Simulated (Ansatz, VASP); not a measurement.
## One calculation of HfB5, two programs

```xyz
6
Lattice="4.3252 0.0000 0.0000 -2.1626 3.7457 0.0000 0.0000 0.0000 2.9452" Properties=species:S:1:pos:R:3 pbc="T T T"
Hf    0.0000    0.0000    0.0000
B     0.0000    2.4972    0.0000
B     2.1626    1.2486    0.0000
B     2.1626    0.0000    1.4726
B     1.0813    1.8729    1.4726
B    -1.0813    1.8729    1.4726
```

Change from the starting cell: species swapped into the HoNi5 type (P6/mmm, No. 191).

Alike in both runs: functional PBE; k mesh 6 × 6 × 6; occupations gaussian, width 0.1 eV; no spin polarisation.

Ansatz relaxed the structure, and its values are those at the end. VASP's run is a single point on that final structure, the one shown.

|  | VASP | Ansatz |
| --- | --- | --- |
| version | VASP 6.6.1 | Ansatz 0.2.0 |
| potentials or method | VASP PAW PBE potentials, release 64 (Hf_pv, B), cutoff 520 eV | scalar-relativistic, plane waves, PAW |
| valence electrons in the cell | 25 | 41 |

```csv
,VASP,Ansatz,Ansatz less VASP
gap on the k mesh at the Fermi level (eV),none,none,-
pressure (GPa),-0.4,0.1,+0.45
```

A gap of «none» marks a metal or a gap that the smearing closes. With one functional, cell and mesh, what is left measures potentials, basis and numerics. VASP's potentials hold 25 valence electrons a cell and Ansatz's 41, so a difference there can come from the potentials and not from the codes.

Neither program's run includes spin-orbit coupling.
